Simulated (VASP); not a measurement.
# Si2Ni (Fm-3m) in VASP: a series of runs, part 2 of 2

VASP 6.6.1. Earlier steps stand in the parts before.

## (3) Single point, LDA, collinear spin, ferromagnetic start

This run uses another cell than the first one, of 13.69 Å³/atom, 1.020 times its volume.

File INCAR:

```
SYSTEM = Si2Ni
ALGO = Normal ; EDIFF = 1E-6
ENCUT = 520 ; GGA = CA
ISIF = 2 ; ISMEAR = -1
ISPIN = 2 ; LASPH = .TRUE.
LCHARG = .TRUE. ; LELF = .TRUE.
LMAXMIX = 4 ; LORBIT = 11
LREAL = .FALSE. ; LVHAR = .TRUE.
LWAVE = .FALSE. ; MAGMOM = 1 0 0
NBANDS = 20 ; NELM = 150
PREC = Accurate ; SIGMA = 0.05
```

File KPOINTS:

```
k-points
0
G
  9 9 9
  0 0 0
```

File POSCAR:

```
Si2Ni
1.0
    0.0000000000      2.7385698685      2.7385698685
    2.7385698685      0.0000000000      2.7385698685
    2.7385698685      2.7385698685      0.0000000000
Ni Si
1 2
Direct
    0.0000000000      0.0000000000      0.0000000000
    0.7500000000      0.7500000000      0.7500000000
    0.2500000000      0.2500000000      0.2500000000
```

Potentials or basis: VASP PAW LDA potentials, release 64 (Ni, Si).

Started as:

```sh
cat potpaw_LDA.64/Ni/POTCAR potpaw_LDA.64/Si/POTCAR > POTCAR
mpirun -np 1 vasp_std > vasp.out
```

OUTCAR:

```text
SYSTEM = Si2Ni
   EDIFF = 1E-6
   ENCUT = 520
   GGA = CA
   ISIF = 2
   ISMEAR = -1
   ISPIN = 2
   LASPH = .TRUE.
   LORBIT = 11
   LREAL = .FALSE.
   NELM = 150
   PREC = Accurate

 ion  position               nearest neighbor table
   1  0.000  0.000  0.000-   2 2.37   2 2.37   2 2.37   3 2.37   3 2.37   3 2.37   3 2.37   2 2.37

   2  0.750  0.750  0.750-   1 2.37   1 2.37   1 2.37   1 2.37   3 2.74   3 2.74   3 2.74   3 2.74
                             3 2.74   3 2.74
   3  0.250  0.250  0.250-   1 2.37   1 2.37   1 2.37   1 2.37   2 2.74   2 2.74   2 2.74   2 2.74
                             2 2.74   2 2.74

  LATTYP: Found a face centered cubic cell.
 ALAT       =     5.4771397370

  Lattice vectors:

 A1 = (   0.0000000000,   2.7385698685,   2.7385698685)
 A2 = (   2.7385698685,   0.0000000000,   2.7385698685)
 A3 = (   2.7385698685,   2.7385698685,   0.0000000000)

Analysis of symmetry for initial positions (statically):
=====================================================================
 Subroutine PRICEL returns:
 Original cell was already a primitive cell.

 Routine SETGRP: Setting up the symmetry group for a
 face centered cubic supercell.

 Subroutine GETGRP returns: Found 48 space group operations
 (whereof 48 operations were pure point group operations)
 out of a pool of 48 trial point group operations.

The static configuration has the point symmetry O_h .

Analysis of symmetry for dynamics (positions and initial velocities):
=====================================================================
 Subroutine PRICEL returns:
 Original cell was already a primitive cell.

 Routine SETGRP: Setting up the symmetry group for a
 face centered cubic supercell.

 Subroutine GETGRP returns: Found 48 space group operations
 (whereof 48 operations were pure point group operations)
 out of a pool of 48 trial point group operations.

The dynamic configuration has the point symmetry O_h .

Analysis of structural, dynamic, and magnetic symmetry:
=====================================================================
 Subroutine PRICEL returns:
 Original cell was already a primitive cell.

 Routine SETGRP: Setting up the symmetry group for a
 face centered cubic supercell.

 Subroutine GETGRP returns: Found 48 space group operations
 (whereof 48 operations were pure point group operations)
 out of a pool of 48 trial point group operations.

The overall configuration has the point symmetry O_h .

 Subroutine INISYM returns: Found 48 space group operations
 (whereof 48 operations are pure point group operations),
 and found     1 'primitive' translations

----------------------------------------------------------------------------------------

                                     Primitive cell

  volume of cell :      41.0773

  direct lattice vectors                    reciprocal lattice vectors
     0.000000000  2.738569868  2.738569868    -0.182577047  0.182577047  0.182577047
     2.738569868  0.000000000  2.738569868     0.182577047 -0.182577047  0.182577047
     2.738569868  2.738569868  0.000000000     0.182577047  0.182577047 -0.182577047

  length of vectors
     3.872922650  3.872922650  3.872922650     0.316232722  0.316232722  0.316232722

  position of ions in fractional coordinates (direct lattice)
[... 77 lines left out ...]
   LSORBIT =      F    spin-orbit coupling
   LASPH  =      T    aspherical Exc in radial PAW
   ENCUT  =  520.0 eV  38.22 Ry    6.18 a.u.   7.20  7.20  7.20*2*pi/ulx,y,z
   NELM   =    150;   NELMIN=  2; NELMDL= -5     # of ELM steps
   EDIFF  = 0.1E-05   stopping-criterion for ELM
   LREAL  =      F    real-space projection
   EDIFFG = 0.1E-04   stopping-criterion for IOM
   NSW    =      0    number of steps for IOM
   IBRION =     -1    ionic relax: 0-MD 1-quasi-New 2-CG
   NFREE  =      0    steps in history (QN), initial steepest desc. (CG)
   ISIF   =      2    stress and relaxation
   ISYM   =      2    0-nonsym 1-usesym 2-fastsym
   POTIM  = 0.5000    time-step for ionic-motion
   TEBEG  =    0.0;   TEEND  =   0.0 temperature during run
   PSTRESS=    0.0 pullay stress
   NELECT =      18.0000    total number of electrons
   NUPDOWN=      -1.0000    fix difference up-down
   EMIN   =  10.00;   EMAX   =-10.00  energy-range for DOS
   EFERMI =   0.00;   METHOD = LEGACY
   ISMEAR =    -1;   SIGMA  =   0.05  broadening in eV -4-tet -1-fermi 0-gaus
   EFERMI_NEDOS =   21; number of points for ismear=-14 and -15
   IALGO  =     38    algorithm
   IMIX   =      4    mixing-type and parameters
     AMIX     =   0.40;   BMIX     =  1.00
     AMIX_MAG =   1.60;   BMIX_MAG =  1.00
  volume/ion in A,a.u.               =      13.69        92.40
  Fermi-wavevector in a.u.,A,eV,Ry     =   1.243460  2.349799 21.037232  1.546193
  Thomas-Fermi vector in A             =   2.377770
   LORBIT       =     11    0 simple, 1 ext, 2 COOP (PROOUT), +10 PAW based schemes
   GGA     = CA    functional components
   LHFCALC =     F    Hartree Fock is set to
   AEXX    =    0.0000 exact exchange contribution
   IVDW    =     0    specifies the selected vdW correction
   LEPSILON=     F    determine dielectric tensor
   LRPA    =     F    only Hartree local field effects (RPA)
 spin polarized calculation
  energy-cutoff  :      520.00
  volume of cell :       41.08
 maximum number of plane-waves:      1125
 NGX is ok and might be reduce to    30
   NGX = 15   NGY = 15   NGZ = 15

 number of electron      17.9999999 magnetization       0.0027137

 number of electron      17.9999999 magnetization      -0.0000124

 Free energy of the ion-electron system (eV)
  ---------------------------------------------------
  ext. energy  EPLUGINS =         0.00000000
  ---------------------------------------------------
  free energy    TOTEN  =       -19.81991134 eV

  energy without entropy =      -19.81469222  energy(sigma->0) =      -19.81730178

 E-fermi :   9.7343     XC(G=0): -11.5797

 val. band max:        9.6259288091   @ k =   0.3333   0.2222   0.0000
 cond. band min:       9.8130071937   @ k =  -0.4444   0.4444   0.1111
 fundamental gap:      0.1870783845
 Fermi energy:         9.7342599816

 spin component 1

 k-point     1 :       0.0000    0.0000    0.0000
  band No.  band energies     occupation
      1      -3.6606      1.00000
      2       4.8010      1.00000
      3       4.8010      1.00000
      4       4.8010      1.00000
      5       6.4568      1.00000
      6       6.4568      1.00000
[... 541 lines left out ...]
     19      23.3316      0.00000
     20      23.3316      0.00000

 [... further k-points ...]

 spin component 2

 k-point     1 :       0.0000    0.0000    0.0000
  band No.  band energies     occupation
      1      -3.6605      1.00000
      2       4.8011      1.00000
      3       4.8011      1.00000
      4       4.8011      1.00000
      5       6.4572      1.00000
      6       6.4572      1.00000
[... 541 lines left out ...]
     19      23.3317      0.00000
     20      23.3317      0.00000

 [... further k-points ...]

------------------------ aborting loop because EDIFF is reached ----------------------------------------

  FORCE on cell =-STRESS in cart. coord.  units (eV):
  Direction    XX          YY          ZZ          XY          YZ          ZX
  --------------------------------------------------------------------------------------
  -------------------------------------------------------------------------------------
  Total       -2.4028203     -2.4028203     -2.4028203      0.0000000     -0.0000000      0.0000000
  in kB      -93.7195936    -93.7195936    -93.7195936      0.0000000     -0.0000000      0.0000000
  external PRESSURE =     -93.7195936 kB  Pullay stress =       0.0000000 kB

 VOLUME and BASIS-vectors are now :
 -----------------------------------------------------------------------------
  energy-cutoff  :      520.00
  volume of cell :       41.08
      direct lattice vectors                 reciprocal lattice vectors
     0.000000000  2.738569868  2.738569868    -0.182577047  0.182577047  0.182577047
     2.738569868  0.000000000  2.738569868     0.182577047 -0.182577047  0.182577047
     2.738569868  2.738569868  0.000000000     0.182577047  0.182577047 -0.182577047

 POSITION                                       TOTAL-FORCE (eV/Angst)
 -----------------------------------------------------------------------------------
      0.00000      0.00000      0.00000        -0.000000     -0.000000     -0.000000
      4.10785      4.10785      4.10785        -0.000000     -0.000000     -0.000000
      1.36928      1.36928      1.36928         0.000000      0.000000      0.000000
 -----------------------------------------------------------------------------------
    total drift:                                0.000000     -0.000000     -0.000000

  FREE ENERGIE OF THE ION-ELECTRON SYSTEM (eV)
  ---------------------------------------------------
  free  energy   TOTEN  =       -19.8199113399 eV

  energy  without entropy=      -19.8146922162  energy(sigma->0) =      -19.81730178

 total charge

# of ion       s       p       d       tot
------------------------------------------
    1        0.546   0.742   8.451   9.739
    2        0.760   0.821   0.000   1.581
    3        0.760   0.821   0.000   1.581
--------------------------------------------------
tot          2.066   2.383   8.451  12.901

 magnetization (x)

# of ion       s       p       d       tot
------------------------------------------
    1       -0.000   0.000   0.000   0.000
    2        0.000  -0.000   0.000  -0.000
    3        0.000  -0.000   0.000  -0.000
--------------------------------------------------
tot         -0.000  -0.000   0.000   0.000
```

OSZICAR:

```text
N       E                     dE             d eps       ncg     rms          rms(c)
DAV:   1     0.707488610492E+02    0.70749E+02   -0.71650E+03  2832   0.882E+02
DAV:   2    -0.164926196478E+02   -0.87241E+02   -0.77233E+02  2964   0.196E+02
DAV:   3    -0.215833139562E+02   -0.50907E+01   -0.49436E+01  3368   0.496E+01
DAV:   4    -0.216697754093E+02   -0.86461E-01   -0.86275E-01  3288   0.579E+00
DAV:   5    -0.216717186007E+02   -0.19432E-02   -0.19429E-02  3312   0.962E-01    0.165E+01
DAV:   6    -0.264769952042E+02   -0.48053E+01   -0.29571E+01  3172   0.117E+02    0.242E+01
DAV:   7    -0.199812172530E+02    0.64958E+01   -0.92975E+00  3552   0.725E+01    0.347E+00
DAV:   8    -0.198659808425E+02    0.11524E+00   -0.10726E+00  3824   0.154E+01    0.248E+00
DAV:   9    -0.198210333358E+02    0.44948E-01   -0.19664E-01  3612   0.639E+00    0.485E-01
DAV:  10    -0.198202170169E+02    0.81632E-03   -0.59987E-03  4060   0.887E-01    0.293E-01
DAV:  11    -0.198199387862E+02    0.27823E-03   -0.47113E-04  3860   0.239E-01    0.125E-01
DAV:  12    -0.198199143135E+02    0.24473E-04   -0.44955E-05  3364   0.432E-02    0.373E-02
DAV:  13    -0.198199122834E+02    0.20301E-05   -0.30709E-06  3336   0.282E-02    0.160E-02
DAV:  14    -0.198199113399E+02    0.94354E-06   -0.16410E-06  2312   0.274E-02
   1 F= -.19819911E+02 E0= -.19817302E+02  d E =-.521912E-02  mag=     0.0002
```

Run time: 57 s. Hardware: 1 thread of Intel Xeon Platinum 8259CL at 2.50GHz (Skylake/Cascade Lake), shared host; peak memory 0.18 GiB.

What came out:

```
Free energy                                           : -19.8199 eV
Pressure                                              : -9.4 GPa
Band gap on the k mesh                                : zero (filled and empty bands overlap)
Net moment                                            : 0.00 μB per cell
Valence electrons inside the program's atomic spheres : Ni 9.74; Si 1.58
```

Levels at points of the mesh, in eV from the Fermi level:
Spin up:
| k point | band 6 | band 7 | band 8 | band 9 | band 10 | band 11 | band 12 | band 13 |
| --- | --- | --- | --- | --- | --- | --- | --- | --- |
| (0.00, 0.00, 0.00) | -3.28 | -0.63 | 1.70 | 1.70 | 1.70 | 2.39 | 2.39 | 2.39 |
Spin down:
```csv
k point,band 5,band 6,band 7,band 8,band 9,band 10,band 11,band 12,band 13,band 14
"(0.00, 0.00, 0.00)",-3.28,-3.28,-0.63,1.70,1.70,1.70,2.39,2.39,2.39,4.65
```

## (4) Single point, LDA, collinear spin, ferromagnetic start

This run uses another cell than the first one, of 13.96 Å³/atom, 1.039 times its volume.

File INCAR:

```
ALGO = Normal
EDIFF = 1E-6
ENCUT = 520
GGA = CA
ISIF = 2
ISMEAR = -1
ISPIN = 2
LASPH = T
LCHARG = F
LMAXMIX = 4
LORBIT = 11
LREAL = F
LWAVE = F
MAGMOM = 1 0 0
NBANDS = 20
NELM = 150
PREC = Accurate
SIGMA = 0.05
```

File KPOINTS:

```
k-points
0
Gamma
  9 9 9
```

File POSCAR:

```
Si2Ni
1.0
    0.0000000000      2.7560134590      2.7560134590
    2.7560134590      0.0000000000      2.7560134590
    2.7560134590      2.7560134590      0.0000000000
Ni Si
1 2
Direct
    0.0000000000      0.0000000000      0.0000000000
    0.7500000000      0.7500000000      0.7500000000
    0.2500000000      0.2500000000      0.2500000000
```

Started as:

```sh
cat potpaw_LDA.64/Ni/POTCAR potpaw_LDA.64/Si/POTCAR > POTCAR
mpirun -np 1 vasp_std > vasp.out
```

Run time: 54 s. Hardware: 1 thread of Intel Xeon Platinum 8259CL at 2.50GHz (Skylake/Cascade Lake), shared host; peak memory 0.18 GiB.

It converged, with:

| Item | Value |
| --- | --- |
| Free energy | -19.7679 eV |
| Pressure | -11.6 GPa |
| Band gap on the k mesh | zero (filled and empty bands overlap) |
| Net moment | 0.00 μB per cell |
| Valence electrons inside the program's atomic spheres | Ni 9.70; Si 1.57 |

Levels at points of the mesh, in eV from the Fermi level:
Spin up:
```tsv
k point	band 7	band 8	band 9	band 10	band 11	band 12
(0.00, 0.00, 0.00)	-0.74	1.70	1.70	1.70	2.45	2.45
```
Spin down:
| k point | band 7 | band 8 | band 9 | band 10 | band 11 | band 12 |
| --- | --- | --- | --- | --- | --- | --- |
| (0.00, 0.00, 0.00) | -0.74 | 1.70 | 1.70 | 1.70 | 2.45 | 2.45 |

## (5) Single point, r2SCAN, collinear spin, ferromagnetic start

This run uses another cell than the first one, of 12.38 Å³/atom, 0.922 times its volume.

File POSCAR:

```
Si2Ni
1.0
    0.0000000000      2.6478212519      2.6478212519
    2.6478212519      0.0000000000      2.6478212519
    2.6478212519      2.6478212519      0.0000000000
Ni Si
1 2
Direct
    0.0000000000      0.0000000000      0.0000000000
    0.7500000000      0.7500000000      0.7500000000
    0.2500000000      0.2500000000      0.2500000000
```

File INCAR.step1:

```
PREC = Accurate ; ENCUT = 520
ISMEAR = -1 ; SIGMA = 0.05
LREAL = F ; LASPH = T
NELM = 150 ; ISPIN = 2
MAGMOM = 1 0 0 ; LMAXMIX = 4
NBANDS = 20 ; GGA = PE
ALGO = Normal ; EDIFF = 1E-4
LWAVE = T ; LCHARG = F
```

File INCAR.step2:

```
PREC = Accurate ; ENCUT = 520
EDIFF = 1E-6 ; ISMEAR = -1
SIGMA = 0.05 ; LREAL = F
LASPH = T ; NELM = 150
ALGO = Normal ; ISIF = 2
LWAVE = F ; LCHARG = F
ISPIN = 2 ; MAGMOM = 1 0 0
LORBIT = 11 ; LMAXMIX = 4
METAGGA = R2SCAN ; LMIXTAU = T
NBANDS = 20 ; ISTART = 1
```

File KPOINTS:

```
regular mesh
0
Gamma
  9 9 9
```

Potentials or basis: VASP PAW PBE potentials, release 64 (Ni, Si).

Started as:

```sh
cat potpaw_PBE.64/Ni/POTCAR potpaw_PBE.64/Si/POTCAR > POTCAR
cp INCAR.step1 INCAR
mpirun -np 1 vasp_std > vasp.out
cp INCAR.step2 INCAR
mpirun -np 1 vasp_std > vasp.out
```

Run time: 2.6 min. Hardware: 1 thread of Intel Xeon Platinum 8259CL at 2.50GHz (Skylake/Cascade Lake), shared host; peak memory 0.2 GiB.

The run converged. Its results:

- Free energy: -30.4811 eV
- Pressure: 8.8 GPa
- Band gap on the k mesh: zero (filled and empty bands overlap)
- Net moment: 0.00 μB per cell
- Valence electrons inside the program's atomic spheres: Ni 10.05; Si 1.62

Levels at points of the mesh, in eV from the Fermi level:
Spin up:
```
           k point  band 5  band 6  band 7  band 8  band 9  band 10  band 11  band 12  band 13  band 14
(0.00, 0.00, 0.00)   -4.18   -4.18    0.55    1.77    1.77     1.77     2.14     2.14     2.14     5.20
```
Spin down:
```csv
k point,band 5,band 6,band 7,band 8,band 9,band 10,band 11,band 12,band 13,band 14
"(0.00, 0.00, 0.00)",-4.18,-4.18,0.55,1.77,1.77,1.77,2.14,2.14,2.14,5.20
```

Caveat: the PAW data sets were made with another functional, which shifts forces and pressure a little.

## (6) Single point, r2SCAN, collinear spin, ferromagnetic start

This run uses another cell than the first one, of 12.64 Å³/atom, 0.941 times its volume.

File POSCAR:

```
Si2Ni
1.0
    0.0000000000      2.6664684948      2.6664684948
    2.6664684948      0.0000000000      2.6664684948
    2.6664684948      2.6664684948      0.0000000000
Ni Si
1 2
Direct
    0.0000000000      0.0000000000      0.0000000000
    0.7500000000      0.7500000000      0.7500000000
    0.2500000000      0.2500000000      0.2500000000
```

File INCAR.step1:

```
SYSTEM = Si2Ni
  ALGO = Normal
  EDIFF = 1E-4
  ENCUT = 520
  GGA = PE
  ISMEAR = -1
  ISPIN = 2
  LASPH = .TRUE.
  LCHARG = .FALSE.
  LMAXMIX = 4
  LREAL = .FALSE.
  LWAVE = .TRUE.
  MAGMOM = 1 0 0
  NBANDS = 20
  NELM = 150
  PREC = Accurate
  SIGMA = 0.05
```

File INCAR.step2:

```
SYSTEM = Si2Ni
  ALGO = Normal
  EDIFF = 1E-6
  ENCUT = 520
  ISIF = 2
  ISMEAR = -1
  ISPIN = 2
  ISTART = 1
  LASPH = .TRUE.
  LCHARG = .TRUE.
  LELF = .TRUE.
  LMAXMIX = 4
  LMIXTAU = .TRUE.
  LORBIT = 11
  LREAL = .FALSE.
  LVHAR = .TRUE.
  LWAVE = .FALSE.
  MAGMOM = 1 0 0
  METAGGA = R2SCAN
  NBANDS = 20
  NELM = 150
  PREC = Accurate
  SIGMA = 0.05
```

File KPOINTS:

```
k-points
0
G
  9 9 9
  0 0 0
```

Potentials or basis: VASP PAW PBE potentials, release 64 (Ni, Si).

Started as:

```sh
cat potpaw_PBE.64/Ni/POTCAR potpaw_PBE.64/Si/POTCAR > POTCAR
cp INCAR.step1 INCAR
mpirun -np 1 vasp_std > vasp.out
cp INCAR.step2 INCAR
mpirun -np 1 vasp_std > vasp.out
```

It took 2.8 min on 1 thread of Intel Xeon Platinum 8259CL at 2.50GHz (Skylake/Cascade Lake), shared host; peak memory 0.2 GiB.

It converged, with:

```yaml
Free_energy: -30.5148 eV
Pressure: 4.9 GPa
Band_gap_on_the_k_mesh: zero (filled and empty bands overlap)
Net_moment: 0.00 μB per cell
Valence_electrons_inside_the_program's_atomic_spheres: Ni 9.99; Si 1.61
```

Levels at points of the mesh, in eV from the Fermi level:
Spin up:
```tsv
k point	band 5	band 6	band 7	band 8	band 9	band 10	band 11	band 12	band 13	band 14
(0.00, 0.00, 0.00)	-4.04	-4.04	0.37	1.75	1.75	1.75	2.19	2.19	2.19	5.15
```
Spin down:
| k point | band 6 | band 7 | band 8 | band 9 | band 10 | band 11 | band 12 | band 13 |
| --- | --- | --- | --- | --- | --- | --- | --- | --- |
| (0.00, 0.00, 0.00) | -4.04 | 0.37 | 1.75 | 1.75 | 1.75 | 2.19 | 2.19 | 2.19 |

Caveat: the PAW data sets were made with another functional, which shifts forces and pressure a little.

## (7) The runs side by side

```csv
level,potentials or basis,cell,gap on the mesh (eV),pressure (GPa),moment (μB)
LDA,"VASP PAW LDA potentials, release 64 (Ni, Si)","a = 3.848 Å, angles 60.0°, 3 atoms",none,-6.9,0.00
LDA,"VASP PAW LDA potentials, release 64 (Ni, Si)","a = 3.873 Å, angles 60.0°, 3 atoms",none,-9.4,0.00
LDA,"VASP PAW LDA potentials, release 64 (Ni, Si)","a = 3.898 Å, angles 60.0°, 3 atoms",none,-11.6,0.00
r2SCAN,"VASP PAW PBE potentials, release 64 (Ni, Si)","a = 3.745 Å, angles 60.0°, 3 atoms",none,8.8,0.00
r2SCAN,"VASP PAW PBE potentials, release 64 (Ni, Si)","a = 3.771 Å, angles 60.0°, 3 atoms",none,4.9,0.00
```

Alike in all rows: task single point; spin collinear, ferromagnetic start; k mesh 9 × 9 × 9; cutoff (eV) 520; smearing fermi-dirac 0.05 eV.

Caveats: the PAW data sets were made with another functional, which shifts forces and pressure a little (some runs).

Absolute energies hang on the potentials; compare differences alone.
